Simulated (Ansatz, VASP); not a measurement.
# One calculation of InAsS4, two programs

```
CELL_PARAMETERS angstrom
4.10402 0.00000 0.00000
0.00000 4.10402 0.00000
0.00000 0.00000 6.91198
ATOMIC_POSITIONS crystal
In 0.00000 0.00000 0.00000
As 0.50000 0.50000 0.50000
S 0.00000 0.00000 0.60384
S 0.50000 0.50000 0.10520
S 0.50000 0.50000 0.89480
S 0.00000 0.00000 0.39616
```

Change from the starting cell: species swapped into the CeDyC4 type (P4/mmm, No. 123).

Alike in both runs: task relaxation of cell and atoms; functional PBE; k mesh 4 × 4 × 4; occupations gaussian, width 0.1 eV; no spin polarisation.

```csv
,VASP,Ansatz
version,VASP 6.6.1,Ansatz 0.2.0
potentials or method,"VASP PAW PBE potentials, release 64 (In_d, As, S), cutoff 600 eV","scalar-relativistic, plane waves, PAW"
valence electrons in the cell,42,52
```

|  | VASP | Ansatz | Ansatz less VASP |
| --- | --- | --- | --- |
| relaxed volume (Å³/atom) | 36.36 | 23.36 | -12.992 |
| relaxed cell length with the largest relative difference (Å) | 4.359 | 3.728 | -0.6316 |

One of these differences is far larger than is usual between the two programs; its cause wasn't traced. VASP's potentials hold 42 valence electrons a cell and Ansatz's 52, so a difference there can come from the potentials and not from the codes.

Noted on VASP's run: the volume moved by over 15 % at a fixed basis, so the end points are rough.
